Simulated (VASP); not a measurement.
# Ti4C: single point with PBE

Ti4C:

```
Ti C
1.0
     4.22902    0.00000    0.00000
     0.00000    4.22902    0.00000
     0.00000    0.00000    4.22902
Ti C
4 1
Direct
  0.00000 0.00000 0.00000
  0.50000 0.50000 0.00000
  0.50000 0.00000 0.50000
  0.00000 0.50000 0.50000
  0.50000 0.50000 0.50000
```

The cell was built from a structure type or drawn by symmetry, and may not be a known phase.

```json
{"Program": "VASP 6.6.1", "Task": "single point", "Functional": "PBE", "Potentials or basis": "VASP PAW PBE potentials, release 64 (Ti_sv, C)", "Cutoff": "520 eV", "k mesh": "10 × 10 × 10", "Occupations": "gaussian, width 0.1 eV", "Spin": "no spin polarisation", "Dipole correction": "no", "Further INCAR settings": "ALGO = Normal; EDIFF = 1e-07; NBANDS = 34"}
```

```
Pressure               : -0.1 GPa
Band gap on the k mesh : zero (bands 26 and 27 overlap by 0.79 eV)
```

Levels at points of the mesh, in eV from the Fermi level:
| k point | band 24 | band 25 | band 26 | band 27 | band 28 | band 29 |
| --- | --- | --- | --- | --- | --- | --- |
| (0.00, 0.00, 0.00) | -1.14 | -1.14 | -1.14 | 0.99 | 0.99 | 0.99 |
| (0.50, 0.00, 0.00) | -0.39 | -0.28 | -0.21 | -0.21 | 1.30 | 1.36 |
| (0.50, 0.50, 0.00) | -0.48 | -0.17 | -0.17 | -0.05 | 0.21 | 0.99 |
| (0.50, 0.50, 0.50) | -0.55 | 0.58 | 0.58 | 0.58 | 0.90 | 0.90 |

It took 3.5 min on 1 thread of Intel Xeon 8259CL, on a shared host, peak memory 0.25 GiB.
